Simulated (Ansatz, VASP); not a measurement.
**SnTe: VASP beside Ansatz**

```
CELL_PARAMETERS angstrom
0.09470 3.20385 3.20385
3.20385 0.09470 3.20385
3.20385 3.20385 0.09470
ATOMIC_POSITIONS crystal
Sn 0.00000 0.00000 0.00000
Te 0.50000 0.50000 0.50000
```

Change from the starting cell: equal xy, yz and zx shear strains of +3 %.

Alike in both runs: task single point; functional PBE; k mesh 11 × 11 × 11; occupations fermi-dirac, width 0.08 eV; no spin polarisation.

|  | VASP | Ansatz |
| --- | --- | --- |
| version | VASP 6.6.1 | Ansatz 0.2.0 |
| potentials or method | VASP PAW PBE potentials, release 64 (Sn_d, Te), cutoff 520 eV | all-electron LAPW, scalar-relativistic |

```tsv
	VASP	Ansatz	Ansatz less VASP
pressure (GPa)	2.0	2.0	+0.02
traceless stress, the component that is largest in VASP (GPa)	-0.47	-0.47	0.000
```

Ansatz ran all-electron here, and VASP with PAW potentials.

Neither program's run includes spin-orbit coupling.
